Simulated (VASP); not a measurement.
Here is a VASP 6.6.1 calculation.

INCAR

```
ALGO = Normal ; DIPOL = 0.5 0.5 0.469
EDIFF = 1E-7 ; ENCUT = 520
GGA = PS ; IDIPOL = 3
ISIF = 2 ; ISMEAR = 0
ISYM = 0 ; LASPH = T
LCHARG = F ; LDIPOL = T
LREAL = F ; LWAVE = F
NBANDS = 50 ; NELM = 60
PREC = Accurate ; SIGMA = 0.1
```

Contents of KPOINTS:

```
Automatic mesh
0
Gamma
  10 5 1
  0.5 0.5 0
```

The input POSCAR:

```
Mo3HS6
1.0
    3.1204068985      0.0000000000      0.0000000000
   -1.5602034492      6.1523257957      0.0000000000
    0.0000000000      0.0000000000     25.6597815141
S Mo H
6 3 1
Direct
    0.8927216587      0.7854433174      0.3312576919
    0.1715891272      0.3431782543      0.3824398182
    0.4248770516      0.8497541032      0.4354374436
    0.7047428115      0.4094654124      0.4861970894
    0.9628665561      0.9257405526      0.5411345583
    0.1730160878      0.3460381128      0.6172031673
    0.5321553930      0.0643107859      0.3568487551
    0.0634283179      0.1268429315      0.4560351157
    0.6028601598      0.2057221030      0.5588565878
    0.8396827545      0.6793714461      0.5199969609
```

Potentials or basis: VASP PAW PBE potentials, release 64 (S, Mo_sv, H).

The run is started by

```console
$ cat potpaw_PBE.64/S/POTCAR potpaw_PBE.64/Mo_sv/POTCAR potpaw_PBE.64/H/POTCAR > POTCAR
$ mpirun -np 1 vasp_std > vasp.out
```

Problem. Predict the band gap on the k mesh.

Solution. Zero (an odd number of electrons rules out a gap without spin polarisation).

Problem. Predict the largest force.

Solution. 3.964 eV/Å.

Forces on the atoms (eV/Å):
```
S    0.000  1.613 -0.570
S    0.000  0.841 -1.428
S    0.001  0.352 -1.309
S    0.000  1.043  0.107
S    0.001 -0.579 -0.119
S    0.000 -0.010 -0.095
Mo   0.000 -2.853  2.752
Mo  -0.001 -0.087  0.516
Mo   0.000 -0.671  0.147
H    0.000  0.352  0.000
```

Caveat: the PAW data sets were made with another functional, which shifts forces and pressure a little.
